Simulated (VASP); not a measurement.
# PbS (I4/mmm) in VASP: a series of runs

PbS is run at these levels: PBE; tasks: electric field gradients.

All numbers are computed with VASP 6.6.1; they aren't measurements. Logs are shortened: lines on timing, memory, paths and dates and some standing lists are left out, and cuts for length are marked.

## Step 1: The cell of the first run

The structure is tetragonal, space group I4/mmm (No. 139). The conventional cell has a = 4.193 Å, b = 4.193 Å, c = 5.752 Å, α = 90.00°, β = 90.00°, γ = 90.00°. Within 3.8 Å of Pb (site symmetry 4/mmm) lie 6 S at 2.88 to 2.96 Å. Within 3.8 Å of S (site symmetry 4/mmm) lie 6 Pb at 2.88 to 2.96 Å.

## Step 2: Electric field gradients, PBE (zz strain of -3 %)

File INCAR:

```
SYSTEM = PbS
  PREC = Accurate
  ENCUT = 520
  EDIFF = 1E-8
  ISMEAR = -1
  SIGMA = 0.01
  LREAL = .FALSE.
  LASPH = .TRUE.
  NELM = 80
  ALGO = Normal
  ISIF = 2
  LWAVE = .FALSE.
  LCHARG = .FALSE.
  GGA = PE
  LEFG = .TRUE.
  NBANDS = 17
```

File KPOINTS:

```
regular mesh
0
G
  8 8 8
  0 0 0
```

File POSCAR:

```
PbS
1.0
    0.0000000000      2.9650000000      2.8760500000
    2.9650000000      0.0000000000      2.8760500000
    2.9650000000      2.9650000000      0.0000000000
Pb S
1 1
Direct
    0.0000000000      0.0000000000      0.0000000000
    0.5000000000      0.5000000000      0.5000000000
```

Potentials or basis: VASP PAW PBE potentials, release 64 (Pb_d, S).

Run with:

```sh
$ cat potpaw_PBE.64/Pb_d/POTCAR potpaw_PBE.64/S/POTCAR > POTCAR
$ mpirun -np 1 vasp_std > vasp.out
```

OUTCAR:

```text
SYSTEM = PbS
   PREC = Accurate
   ENCUT = 520
   EDIFF = 1E-8
   ISMEAR = -1
   LREAL = .FALSE.
   LASPH = .TRUE.
   NELM = 80
   ISIF = 2
   GGA = PE

 ion  position               nearest neighbor table
   1  0.000  0.000  0.000-   2 2.88   2 2.88   2 2.96   2 2.96   2 2.96   2 2.96
   2  0.500  0.500  0.500-   1 2.88   1 2.88   1 2.96   1 2.96   1 2.96   1 2.96

  LATTYP: Found a body centered tetragonal cell.
 ALAT       =     4.1931432124
 C/A-ratio  =     1.3717871555

  Lattice vectors:

 A1 = (   0.0000000000,  -2.9650000000,  -2.8760500000)
 A2 = (   0.0000000000,   2.9650000000,  -2.8760500000)
 A3 = (   2.9650000000,   0.0000000000,   2.8760500000)

Analysis of symmetry for initial positions (statically):
=====================================================================
 Subroutine PRICEL returns:
 Original cell was already a primitive cell.

 Routine SETGRP: Setting up the symmetry group for a
 body centered tetragonal supercell.

 Subroutine GETGRP returns: Found 16 space group operations
 (whereof 16 operations were pure point group operations)
 out of a pool of 16 trial point group operations.

The static configuration has the point symmetry D_4h.

Analysis of symmetry for dynamics (positions and initial velocities):
=====================================================================
 Subroutine PRICEL returns:
 Original cell was already a primitive cell.

 Routine SETGRP: Setting up the symmetry group for a
 body centered tetragonal supercell.

 Subroutine GETGRP returns: Found 16 space group operations
 (whereof 16 operations were pure point group operations)
 out of a pool of 16 trial point group operations.

The dynamic configuration has the point symmetry D_4h.

 Subroutine INISYM returns: Found 16 space group operations
 (whereof 16 operations are pure point group operations),
 and found     1 'primitive' translations

----------------------------------------------------------------------------------------

                                     Primitive cell

  volume of cell :      50.5680

  direct lattice vectors                    reciprocal lattice vectors
     0.000000000  2.965000000  2.876050000    -0.168634064  0.168634064  0.173849551
     2.965000000  0.000000000  2.876050000     0.168634064 -0.168634064  0.173849551
     2.965000000  2.965000000  0.000000000     0.168634064  0.168634064 -0.173849551

  length of vectors
     4.130724949  4.130724949  4.193143212     0.295124654  0.295124654  0.295124654

  position of ions in fractional coordinates (direct lattice)
     0.000000000  0.000000000  0.000000000
     0.500000000  0.500000000  0.500000000

  ion indices of the primitive-cell ions
   primitive index   ion index
                 1           1
                 2           2

----------------------------------------------------------------------------------------

 KPOINTS: regular mesh

Automatic generation of k-mesh.
 Grid dimensions read from file:
 generate k-points for:    8    8    8

 Generating k-lattice:

  Cartesian coordinates                     Fractional coordinates (reciprocal lattice)
    -0.021079258  0.021079258  0.021731194     0.125000000 -0.000000000  0.000000000
     0.021079258 -0.021079258  0.021731194    -0.000000000  0.125000000  0.000000000
     0.021079258  0.021079258 -0.021731194     0.000000000  0.000000000  0.125000000

  Length of vectors
     0.036890582  0.036890582  0.036890582

  Shift w.r.t. Gamma in fractional coordinates (k-lattice)
     0.000000000  0.000000000  0.000000000

 Subroutine IBZKPT returns following result:
 ===========================================

 Found     59 irreducible k-points:

 Following reciprocal coordinates:
            Coordinates               Weight
  0.000000  0.000000  0.000000      1.000000
  0.125000  0.000000  0.000000      8.000000
  0.250000  0.000000  0.000000      8.000000
  0.375000  0.000000  0.000000      8.000000
  0.500000  0.000000  0.000000      4.000000
  0.125000  0.125000  0.000000      2.000000
[... 16 lines left out ...]
  0.250000  0.000000  0.125000     16.000000
  0.375000  0.000000  0.125000     16.000000
 [... further k-points ...]
   k-points           NKPTS =     59   k-points in BZ     NKDIM =     59   number of bands    NBANDS=     17
   number of dos      NEDOS =    301   number of ions     NIONS =      2
   total plane-waves  NPLWV =  32768
   dimension x,y,z NGX =    32 NGY =   32 NGZ =   32
   dimension x,y,z NGXF=    64 NGYF=   64 NGZF=   64
   ions per type =               1   1
   NGX,Y,Z   is equivalent  to a cutoff of  12.88, 12.88, 12.69 a.u.
   NGXF,Y,Z  is equivalent  to a cutoff of  25.76, 25.76, 25.37 a.u.
 SYSTEM =  PbS
   PREC   = accura    normal or accurate (medium, high low for compatibility)
   ISTART =      0    job   : 0-new  1-cont  2-samecut
   ICHARG =      2    charge: 1-file 2-atom 10-const
   ISPIN  =      1    spin polarized calculation?
   LNONCOLLINEAR =      F non collinear calculations
   LSORBIT =      F    spin-orbit coupling
   LASPH  =      T    aspherical Exc in radial PAW
   ENCUT  =  520.0 eV  38.22 Ry    6.18 a.u.   7.68  7.68  7.80*2*pi/ulx,y,z
   NELM   =     80;   NELMIN=  2; NELMDL= -5     # of ELM steps
   EDIFF  = 0.1E-07   stopping-criterion for ELM
   LREAL  =      F    real-space projection
   EDIFFG = 0.1E-06   stopping-criterion for IOM
   NSW    =      0    number of steps for IOM
   IBRION =     -1    ionic relax: 0-MD 1-quasi-New 2-CG
   NFREE  =      0    steps in history (QN), initial steepest desc. (CG)
   ISIF   =      2    stress and relaxation
   ISYM   =      2    0-nonsym 1-usesym 2-fastsym
   POTIM  = 0.5000    time-step for ionic-motion
   TEBEG  =    0.0;   TEEND  =   0.0 temperature during run
   PSTRESS=    0.0 pullay stress
   NELECT =      20.0000    total number of electrons
   NUPDOWN=      -1.0000    fix difference up-down
   EMIN   =  10.00;   EMAX   =-10.00  energy-range for DOS
   EFERMI =   0.00;   METHOD = LEGACY
   ISMEAR =    -1;   SIGMA  =   0.01  broadening in eV -4-tet -1-fermi 0-gaus
   EFERMI_NEDOS =   21; number of points for ismear=-14 and -15
   IALGO  =     38    algorithm
   IMIX   =      4    mixing-type and parameters
     AMIX     =   0.40;   BMIX     =  1.00
     AMIX_MAG =   1.60;   BMIX_MAG =  1.00
  volume/ion in A,a.u.               =      25.28       170.62
  Fermi-wavevector in a.u.,A,eV,Ry     =   1.201691  2.270867 19.647653  1.444062
  Thomas-Fermi vector in A             =   2.337493
   LORBIT       =      0    0 simple, 1 ext, 2 COOP (PROOUT), +10 PAW based schemes
   GGA     = PE    functional components
   LHFCALC =     F    Hartree Fock is set to
   AEXX    =    0.0000 exact exchange contribution
   IVDW    =     0    specifies the selected vdW correction
   LEPSILON=     F    determine dielectric tensor
   LRPA    =     F    only Hartree local field effects (RPA)
 non-spin polarized calculation
  energy-cutoff  :      520.00
  volume of cell :       50.57
 maximum number of plane-waves:      1387
   NGX = 15   NGY = 15   NGZ = 15

 number of electron      19.9999995 magnetization

 Free energy of the ion-electron system (eV)
  ---------------------------------------------------
  ext. energy  EPLUGINS =         0.00000000
  ---------------------------------------------------
  free energy    TOTEN  =        -8.70839188 eV

  energy without entropy =       -8.70839181  energy(sigma->0) =       -8.70839184

 E-fermi :   6.4093     XC(G=0):  -9.8286

 val. band max:        6.3013378507   @ k =   0.5000   0.0000   0.0000
 cond. band min:       6.5172690075   @ k =   0.5000   0.0000   0.0000
 fundamental gap:      0.2159311568
 Fermi energy:         6.4093036213

 k-point     1 :       0.0000    0.0000    0.0000
  band No.  band energies     occupation
      1     -10.6414      2.00000
      2     -10.6348      2.00000
      3     -10.6348      2.00000
      4     -10.6320      2.00000
      5     -10.6142      2.00000
      6      -7.6482      2.00000
[... 9 lines left out ...]
     16      13.0171      0.00000
     17      14.8103      0.00000

 k-point     2 :       0.1250    0.0000    0.0000
  band No.  band energies     occupation
      1     -10.6395      2.00000
      2     -10.6375      2.00000
      3     -10.6323      2.00000
      4     -10.6259      2.00000
      5     -10.6164      2.00000
      6      -7.5086      2.00000
[... 9 lines left out ...]
     16      13.3254      0.00000
     17      16.0542      0.00000
[... 421 lines left out ...]
 k-point    24 :       0.3750    0.0000    0.1250
  band No.  band energies     occupation
      1     -10.6762      2.00000
      2     -10.6387      2.00000
      3     -10.6327      2.00000
      4     -10.6066      2.00000
      5     -10.5868      2.00000
      6      -6.6719      2.00000
[... 9 lines left out ...]
     16      15.9121      0.00000
     17      18.0228      0.00000

 [... further k-points ...]
[... 5 lines left out ...]
  --------------------------------------------------------------------------------------
  -------------------------------------------------------------------------------------
  Total        0.8771860      0.8771860      2.4075491      0.0000000      0.0000000      0.0000000
  in kB       27.7924244     27.7924244     76.2798658      0.0000000      0.0000000      0.0000000
  external PRESSURE =      43.9549049 kB  Pullay stress =       0.0000000 kB

 VOLUME and BASIS-vectors are now :
 -----------------------------------------------------------------------------
  energy-cutoff  :      520.00
  volume of cell :       50.57
      direct lattice vectors                 reciprocal lattice vectors
     0.000000000  2.965000000  2.876050000    -0.168634064  0.168634064  0.173849551
     2.965000000  0.000000000  2.876050000     0.168634064 -0.168634064  0.173849551
     2.965000000  2.965000000  0.000000000     0.168634064  0.168634064 -0.173849551

 POSITION                                       TOTAL-FORCE (eV/Angst)
 -----------------------------------------------------------------------------------
      0.00000      0.00000      0.00000         0.000000     -0.000000     -0.000000
      2.96500      2.96500      2.87605        -0.000000      0.000000      0.000000
 -----------------------------------------------------------------------------------
    total drift:                                0.000000     -0.000000     -0.000000

  FREE ENERGIE OF THE ION-ELECTRON SYSTEM (eV)
  ---------------------------------------------------
  free  energy   TOTEN  =        -8.7083918811 eV

  energy  without entropy=       -8.7083918056  energy(sigma->0) =       -8.70839184

 Electric field gradients (V/A^2)
---------------------------------------------------------------------
 ion       V_xx      V_yy      V_zz      V_xy      V_xz      V_yz
---------------------------------------------------------------------
   1      47.335    47.335   -94.669    -0.000    -0.001    -0.001
   2       2.145     2.145    -4.290    -0.000    -0.000    -0.000
---------------------------------------------------------------------

 Electric field gradients after diagonalization (V/A^2)
 (convention: |V_zz| > |V_xx| > |V_yy|)
----------------------------------------------------------------------
 ion       V_xx      V_yy      V_zz     asymmetry (V_yy - V_xx)/ V_zz
----------------------------------------------------------------------
   1      47.335    47.334   -94.669       0.000
   2       2.145     2.145    -4.290       0.000
----------------------------------------------------------------------

           NMR quadrupolar parameters

 Cq : quadrupolar parameter    Cq=e*Q*V_zz/h
 eta: asymmetry parameters     (V_yy - V_xx)/ V_zz
 Q  : nuclear electric quadrupole moment in mb (millibarn)
----------------------------------------------------------------------
 ion       Cq(MHz)       eta       Q (mb)
----------------------------------------------------------------------
   1      -0.229       0.000       1.000
   2      -0.010       0.000       1.000
----------------------------------------------------------------------
```

Wall time 58 s (1 thread of AMD EPYC 7R43 (Zen 3), shared host); peak memory 0.17 GiB.

What came out:

```yaml
Free_energy: -8.7084 eV
Pressure: 4.4 GPa
Band_gap_on_the_k_mesh: 0.22 eV, direct
```

Levels at points of the mesh, in eV from the valence-band top:
| k point | band 8 | band 9 | band 10 | band 11 | band 12 | band 13 |
| --- | --- | --- | --- | --- | --- | --- |
| (0.00, 0.00, 0.00) | -2.57 | -2.31 | -2.31 | 5.01 | 5.01 | 5.75 |
| (0.50, 0.00, 0.00) | -2.01 | -1.95 | 0.00 | 0.22 | 1.73 | 1.94 |
| (0.50, 0.50, 0.00) | -5.57 | -3.76 | -3.76 | 3.58 | 5.63 | 5.63 |
| (0.50, 0.00, 0.50) | -5.52 | -3.85 | -3.53 | 3.71 | 5.47 | 5.51 |

Electric field gradients, principal values (V/Å²):
| atom | least | middle | greatest (by size) |
| --- | --- | --- | --- |
| 1 Pb | 47.334 | 47.335 | -94.669 |
| 2 S | 2.145 | 2.145 | -4.290 |

Caveat: the cell differs from its parent crystal (zz strain of -3 %); without QUAD_EFG the Cq values of the log hold for a quadrupole moment of 1 mb, not for the nuclei; spin-orbit coupling is left out, which moves the levels of the heavy elements. A k mesh can miss the band edges.

(Continued in part 2 of 2.)
